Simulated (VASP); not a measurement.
# Au (Fm-3m) in VASP: a series of runs

Aim: see how the results for Au move with the level of theory and the settings. Levels: PBEsol, r2SCAN. Tasks: electric field gradients.

Program: VASP 6.6.1. These are calculated values, not measurements. Logs are shortened: lines on timing, memory, paths and dates and some standing lists are left out, and cuts for length are marked.

### 1 The cell of the first run

Symmetry: Fm-3m, No. 225, cubic system. Conventional cell: a = 4.070 Å, b = 4.070 Å, c = 4.070 Å, α = 90.00°, β = 90.00°, γ = 90.00°. Within 3.8 Å of Au (site symmetry m-3m) lie 12 Au at 2.88 Å.

### 2 Electric field gradients, PBEsol

Contents of INCAR:

```
PREC = Accurate
ENCUT = 520
EDIFF = 1E-8
ISMEAR = -1
SIGMA = 0.05
LREAL = False
LASPH = True
NELM = 80
ALGO = Normal
ISIF = 2
LWAVE = False
LCHARG = False
GGA = PS
LEFG = True
NBANDS = 54
```

Contents of KPOINTS:

```
regular mesh
0
Gamma
  3 3 3
```

Contents of POSCAR:

```
Au
1.0
    0.0000000000      4.0700000000      4.0700000000
    4.0700000000      0.0000000000      4.0700000000
    4.0700000000      4.0700000000      0.0000000000
Au
8
Direct
    0.0000000000      0.0000000000      0.0000000000
    0.0000000000      0.0000000000      0.5000000000
    0.0000000000      0.5000000000      0.0000000000
    0.0000000000      0.5000000000      0.5000000000
    0.5000000000      0.0000000000      0.0000000000
    0.5000000000      0.0000000000      0.5000000000
    0.5000000000      0.5000000000      0.0000000000
    0.5000000000      0.5000000000      0.5000000000
```

Potentials or basis: VASP PAW PBE potentials, release 64 (Au).

Run with:

```
$ cat potpaw_PBE.64/Au/POTCAR > POTCAR
$ mpirun -np 1 vasp_std > vasp.out
```

OUTCAR:

```text
PREC = Accurate
   ENCUT = 520
   EDIFF = 1E-8
   ISMEAR = -1
   LREAL = False
   LASPH = True
   NELM = 80
   ISIF = 2
   GGA = PS

 ion  position               nearest neighbor table
   1  0.000  0.000  0.000-   2 2.88   3 2.88   5 2.88   2 2.88   4 2.88   6 2.88   3 2.88   4 2.88
                             7 2.88   5 2.88   6 2.88   7 2.88
   2  0.000  0.000  0.500-   1 2.88   4 2.88   6 2.88   1 2.88   3 2.88   5 2.88   3 2.88   4 2.88
                             8 2.88   5 2.88   6 2.88   8 2.88
   3  0.000  0.500  0.000-   1 2.88   4 2.88   7 2.88   2 2.88   4 2.88   8 2.88   1 2.88   2 2.88
                             5 2.88   5 2.88   7 2.88   8 2.88
   4  0.000  0.500  0.500-   2 2.88   3 2.88   8 2.88   1 2.88   3 2.88   7 2.88   1 2.88   2 2.88
                             6 2.88   6 2.88   7 2.88   8 2.88
   5  0.500  0.000  0.000-   1 2.88   6 2.88   7 2.88   2 2.88   6 2.88   8 2.88   3 2.88   7 2.88
                             8 2.88   1 2.88   2 2.88   3 2.88
   6  0.500  0.000  0.500-   2 2.88   5 2.88   8 2.88   1 2.88   5 2.88   7 2.88   4 2.88   7 2.88
                             8 2.88   1 2.88   2 2.88   4 2.88
   7  0.500  0.500  0.000-   3 2.88   5 2.88   8 2.88   4 2.88   6 2.88   8 2.88   1 2.88   5 2.88
                             6 2.88   1 2.88   3 2.88   4 2.88
   8  0.500  0.500  0.500-   4 2.88   6 2.88   7 2.88   3 2.88   5 2.88   7 2.88   2 2.88   5 2.88
                             6 2.88   2 2.88   3 2.88   4 2.88
[... 6 lines left out ...]
 A1 = (   0.0000000000,   4.0700000000,   4.0700000000)
 A2 = (   4.0700000000,   0.0000000000,   4.0700000000)
 A3 = (   4.0700000000,   4.0700000000,   0.0000000000)

Analysis of symmetry for initial positions (statically):
=====================================================================
 Subroutine PRICEL returns following result:

  LATTYP: Found a face centered cubic cell.
 ALAT       =     4.0700000000

  Lattice vectors:

 A1 = (   0.0000000000,   2.0350000000,   2.0350000000)
 A2 = (   2.0350000000,   0.0000000000,   2.0350000000)
 A3 = (   2.0350000000,   2.0350000000,   0.0000000000)

   8 primitive cells build up your supercell.

 Routine SETGRP: Setting up the symmetry group for a
 face centered cubic supercell.

 Subroutine GETGRP returns: Found 48 space group operations
 (whereof 48 operations were pure point group operations)
 out of a pool of 48 trial point group operations.

The static configuration has the point symmetry O_h .

Analysis of symmetry for dynamics (positions and initial velocities):
=====================================================================
 Subroutine PRICEL returns following result:

  LATTYP: Found a face centered cubic cell.
 ALAT       =     4.0700000000

  Lattice vectors:

 A1 = (   0.0000000000,   2.0350000000,   2.0350000000)
 A2 = (   2.0350000000,   0.0000000000,   2.0350000000)
 A3 = (   2.0350000000,   2.0350000000,   0.0000000000)

   8 primitive cells build up your supercell.

 Routine SETGRP: Setting up the symmetry group for a
 face centered cubic supercell.

 Subroutine GETGRP returns: Found 48 space group operations
 (whereof 48 operations were pure point group operations)
 out of a pool of 48 trial point group operations.

The dynamic configuration has the point symmetry O_h .

 Subroutine INISYM returns: Found 48 space group operations
 (whereof 48 operations are pure point group operations),
 and found     8 'primitive' translations

----------------------------------------------------------------------------------------

                                     Primitive cell

  volume of cell :      16.8548

  direct lattice vectors                    reciprocal lattice vectors
     0.000000000  2.035000000  2.035000000    -0.245700246  0.245700246  0.245700246
     2.035000000  0.000000000  2.035000000     0.245700246 -0.245700246  0.245700246
     2.035000000  2.035000000  0.000000000     0.245700246  0.245700246 -0.245700246

  length of vectors
     2.877924599  2.877924599  2.877924599     0.425565309  0.425565309  0.425565309

  position of ions in fractional coordinates (direct lattice)
     0.000000000  0.000000000  0.000000000

  ion indices of the primitive-cell ions
   primitive index   ion index
                 1           1
[... 61 lines left out ...]
   PSTRESS=    0.0 pullay stress
   NELECT =      88.0000    total number of electrons
   NUPDOWN=      -1.0000    fix difference up-down
   EMIN   =  10.00;   EMAX   =-10.00  energy-range for DOS
   EFERMI =   0.00;   METHOD = LEGACY
   ISMEAR =    -1;   SIGMA  =   0.05  broadening in eV -4-tet -1-fermi 0-gaus
   EFERMI_NEDOS =   21; number of points for ismear=-14 and -15
   IALGO  =     38    algorithm
   IMIX   =      4    mixing-type and parameters
     AMIX     =   0.40;   BMIX     =  1.00
     AMIX_MAG =   1.60;   BMIX_MAG =  1.00
  volume/ion in A,a.u.               =      16.85       113.74
  Fermi-wavevector in a.u.,A,eV,Ry     =   1.420032  2.683470 27.436005  2.016489
  Thomas-Fermi vector in A             =   2.540990
   LORBIT       =      0    0 simple, 1 ext, 2 COOP (PROOUT), +10 PAW based schemes
   GGA     = PS    functional components
   LHFCALC =     F    Hartree Fock is set to
   AEXX    =    0.0000 exact exchange contribution
   IVDW    =     0    specifies the selected vdW correction
   LEPSILON=     F    determine dielectric tensor
   LRPA    =     F    only Hartree local field effects (RPA)
 non-spin polarized calculation
  energy-cutoff  :      520.00
  volume of cell :      134.84
 maximum number of plane-waves:      3695
 NGX is ok and might be reduce to    48
   NGX = 21   NGY = 21   NGZ = 21

 number of electron      87.9999993 magnetization

 Free energy of the ion-electron system (eV)
  ---------------------------------------------------
  ext. energy  EPLUGINS =         0.00000000
  ---------------------------------------------------
  free energy    TOTEN  =       -30.82162328 eV

  energy without entropy =      -30.75965664  energy(sigma->0) =      -30.79063996

 E-fermi :   9.4053     XC(G=0): -12.9489

 val. band max:        9.3783734362   @ k =  -0.3333   0.3333   0.0000
 cond. band min:      10.1140929223   @ k =   0.3333   0.0000   0.0000
 fundamental gap:      0.7357194862
 Fermi energy:         9.4052941382

 k-point     1 :       0.0000    0.0000    0.0000
  band No.  band energies     occupation
      1      -0.5744      2.00000
      2       2.0313      2.00000
      3       2.0313      2.00000
      4       2.0313      2.00000
      5       2.0313      2.00000
      6       2.2914      2.00000
[... 217 lines left out ...]
     53      18.0228      0.00000
     54      18.0228      0.00000

------------------------ aborting loop because EDIFF is reached ----------------------------------------

  FORCE on cell =-STRESS in cart. coord.  units (eV):
  Direction    XX          YY          ZZ          XY          YZ          ZX
  --------------------------------------------------------------------------------------
  -------------------------------------------------------------------------------------
  Total        2.3696925      2.3696925      2.3696925      0.0000000      0.0000000      0.0000000
  in kB       28.1571924     28.1571924     28.1571924      0.0000000      0.0000000      0.0000000
  external PRESSURE =      28.1571924 kB  Pullay stress =       0.0000000 kB

 VOLUME and BASIS-vectors are now :
 -----------------------------------------------------------------------------
  energy-cutoff  :      520.00
  volume of cell :      134.84
      direct lattice vectors                 reciprocal lattice vectors
     0.000000000  4.070000000  4.070000000    -0.122850123  0.122850123  0.122850123
     4.070000000  0.000000000  4.070000000     0.122850123 -0.122850123  0.122850123
     4.070000000  4.070000000  0.000000000     0.122850123  0.122850123 -0.122850123

 POSITION                                       TOTAL-FORCE (eV/Angst)
 -----------------------------------------------------------------------------------
      0.00000      0.00000      0.00000        -0.000000      0.000000      0.000000
      2.03500      2.03500      0.00000         0.000000      0.000000     -0.000000
      2.03500      0.00000      2.03500        -0.000000     -0.000000      0.000000
      4.07000      2.03500      2.03500        -0.000000     -0.000000     -0.000000
      0.00000      2.03500      2.03500         0.000000     -0.000000      0.000000
      2.03500      4.07000      2.03500         0.000000      0.000000     -0.000000
      2.03500      2.03500      4.07000         0.000000     -0.000000      0.000000
      4.07000      4.07000      4.07000        -0.000000      0.000000     -0.000000
 -----------------------------------------------------------------------------------
    total drift:                                0.000000      0.000000      0.000000

  FREE ENERGIE OF THE ION-ELECTRON SYSTEM (eV)
  ---------------------------------------------------
  free  energy   TOTEN  =       -30.8216232811 eV

  energy  without entropy=      -30.7596566361  energy(sigma->0) =      -30.79063996

 Electric field gradients (V/A^2)
---------------------------------------------------------------------
 ion       V_xx      V_yy      V_zz      V_xy      V_xz      V_yz
---------------------------------------------------------------------
   1       0.000     0.000    -0.000     0.000     0.000     0.000
   2       0.000     0.000    -0.000     0.000     0.000     0.000
   3       0.000     0.000    -0.000     0.000     0.000     0.000
   4       0.000     0.000    -0.000     0.000     0.000     0.000
   5       0.000     0.000    -0.000     0.000     0.000     0.000
   6       0.000     0.000    -0.000     0.000     0.000     0.000
   7       0.000     0.000    -0.000     0.000     0.000     0.000
   8       0.000     0.000    -0.000     0.000     0.000     0.000
---------------------------------------------------------------------

 Electric field gradients after diagonalization (V/A^2)
 (convention: |V_zz| > |V_xx| > |V_yy|)
----------------------------------------------------------------------
 ion       V_xx      V_yy      V_zz     asymmetry (V_yy - V_xx)/ V_zz
----------------------------------------------------------------------
   1      -0.000    -0.000     0.000       0.000
   2      -0.000    -0.000     0.000       0.000
   3      -0.000    -0.000     0.000       0.000
   4      -0.000    -0.000     0.000       0.000
   5      -0.000    -0.000     0.000       0.000
   6      -0.000    -0.000     0.000       0.000
   7      -0.000    -0.000     0.000       0.000
   8      -0.000    -0.000     0.000       0.000
----------------------------------------------------------------------

           NMR quadrupolar parameters

 Cq : quadrupolar parameter    Cq=e*Q*V_zz/h
 eta: asymmetry parameters     (V_yy - V_xx)/ V_zz
 Q  : nuclear electric quadrupole moment in mb (millibarn)
----------------------------------------------------------------------
 ion       Cq(MHz)       eta       Q (mb)
----------------------------------------------------------------------
   1       0.000       0.000       1.000
   2       0.000       0.000       1.000
   3       0.000       0.000       1.000
   4       0.000       0.000       1.000
   5       0.000       0.000       1.000
   6       0.000       0.000       1.000
   7       0.000       0.000       1.000
   8       0.000       0.000       1.000
----------------------------------------------------------------------
```

Wall time 73 s (1 thread of AMD EPYC 7R43 (Zen 3), shared host); peak memory 0.27 GiB.

What came out:

```
Free energy                             : -30.8216 eV
Pressure                                : 2.8 GPa
Band gap on the k mesh                  : zero (bands 44 and 45 overlap by 1.73 eV)
Largest electric field gradient by atom : zero within the noise of the run
```

Levels at points of the mesh, in eV from the Fermi level:
| k point | band 43 | band 44 | band 45 | band 46 | band 47 | band 48 |
| --- | --- | --- | --- | --- | --- | --- |
| (0.00, 0.00, 0.00) | -1.02 | -1.02 | -1.02 | 0.98 | 0.98 | 0.98 |

Caveat: the k points lie up to 0.45 Å⁻¹ apart, too coarse for converged energies and pressures of a metal; the PAW data sets were made with another functional, which shifts forces and pressure a little; spin-orbit coupling is left out, which moves the levels of the heavy elements.

### 3 Electric field gradients, PBEsol

Contents of INCAR:

```
SYSTEM = Au
  PREC = Accurate
  ENCUT = 520
  EDIFF = 1E-8
  ISMEAR = -1
  SIGMA = 0.05
  LREAL = .False.
  LASPH = .True.
  NELM = 60
  ALGO = Normal
  ISIF = 2
  LWAVE = .False.
  LCHARG = .False.
  GGA = PS
  LEFG = .True.
  NBANDS = 54
```

Contents of KPOINTS:

```
Automatic mesh
0
Gamma
  7 7 7
  0 0 0
```

POSCAR is that of step 2.

Potentials or basis: VASP PAW PBE potentials, release 64 (Au).

Run with:

```
$ cat potpaw_PBE.64/Au/POTCAR > POTCAR
$ mpirun -np 1 vasp_std > vasp.out
```

OUTCAR:

```text
SYSTEM = Au
   PREC = Accurate
   ENCUT = 520
   EDIFF = 1E-8
   ISMEAR = -1
   LREAL = .False.
   LASPH = .True.
   NELM = 60
   ISIF = 2
   GGA = PS

 ion  position               nearest neighbor table
   1  0.000  0.000  0.000-   2 2.88   3 2.88   5 2.88   2 2.88   4 2.88   6 2.88   3 2.88   4 2.88
                             7 2.88   5 2.88   6 2.88   7 2.88
   2  0.000  0.000  0.500-   1 2.88   4 2.88   6 2.88   1 2.88   3 2.88   5 2.88   3 2.88   4 2.88
                             8 2.88   5 2.88   6 2.88   8 2.88
   3  0.000  0.500  0.000-   1 2.88   4 2.88   7 2.88   2 2.88   4 2.88   8 2.88   1 2.88   2 2.88
                             5 2.88   5 2.88   7 2.88   8 2.88
   4  0.000  0.500  0.500-   2 2.88   3 2.88   8 2.88   1 2.88   3 2.88   7 2.88   1 2.88   2 2.88
                             6 2.88   6 2.88   7 2.88   8 2.88
   5  0.500  0.000  0.000-   1 2.88   6 2.88   7 2.88   2 2.88   6 2.88   8 2.88   3 2.88   7 2.88
                             8 2.88   1 2.88   2 2.88   3 2.88
[... 1403 lines left out ...]
 (convention: |V_zz| > |V_xx| > |V_yy|)
----------------------------------------------------------------------
 ion       V_xx      V_yy      V_zz     asymmetry (V_yy - V_xx)/ V_zz
----------------------------------------------------------------------
   1      -0.000    -0.000     0.000       0.000
   2      -0.000    -0.000     0.000       0.000
   3      -0.000    -0.000     0.000       0.000
   4      -0.000    -0.000     0.000       0.000
   5      -0.000    -0.000     0.000       0.000
   6      -0.000    -0.000     0.000       0.000
   7      -0.000    -0.000     0.000       0.000
   8      -0.000    -0.000     0.000       0.000
----------------------------------------------------------------------

           NMR quadrupolar parameters

 Cq : quadrupolar parameter    Cq=e*Q*V_zz/h
 eta: asymmetry parameters     (V_yy - V_xx)/ V_zz
 Q  : nuclear electric quadrupole moment in mb (millibarn)
----------------------------------------------------------------------
 ion       Cq(MHz)       eta       Q (mb)
----------------------------------------------------------------------
   1       0.000       0.000       1.000
   2       0.000       0.000       1.000
   3       0.000       0.000       1.000
   4       0.000       0.000       1.000
   5       0.000       0.000       1.000
   6       0.000       0.000       1.000
   7       0.000       0.000       1.000
   8       0.000       0.000       1.000
----------------------------------------------------------------------
```

stdout:

```text
POSCAR found type information on POSCAR Au
 POSCAR found :  1 types and       8 ions
 scaLAPACK will be used
 -----------------------------------------------------------------------------
|                                                                             |
|                                                                             |
|     You enforced a specific xc type in the INCAR file but a different       |
|     I HOPE YOU KNOW WHAT YOU ARE DOING!                                     |
|                                                                             |
 -----------------------------------------------------------------------------

 LDA part: xc-table for (Slater+PW92), standard interpolation
 POSCAR, INCAR and KPOINTS ok, starting setup
 FFT: planning ... GRIDC
 FFT: planning ... GRID_SOFT
 FFT: planning ... GRID
 WAVECAR not read
 entering main loop
ion   1

ion   2

ion   3

ion   4

ion   5

ion   6

ion   7

ion   8
```

It took 3.4 min on 1 thread of AMD EPYC 7R43 (Zen 3), shared host; peak memory 0.34 GiB.

Results:

```yaml
Free_energy: -31.3773 eV
Pressure: 1.4 GPa
Band_gap_on_the_k_mesh: zero (bands 44 and 45 overlap by 1.99 eV)
Largest_electric_field_gradient_by_atom: zero within the noise of the run
```

Levels at points of the mesh, in eV from the Fermi level:
| k point | band 41 | band 42 | band 43 | band 44 | band 45 | band 46 | band 47 | band 48 |
| --- | --- | --- | --- | --- | --- | --- | --- | --- |
| (0.00, 0.00, 0.00) | -1.58 | -1.03 | -1.03 | -1.03 | -1.03 | 0.97 | 0.97 | 0.97 |

Caveat: the PAW data sets were made with another functional, which shifts forces and pressure a little; spin-orbit coupling is left out, which moves the levels of the heavy elements.

[end of part 1 of 2]
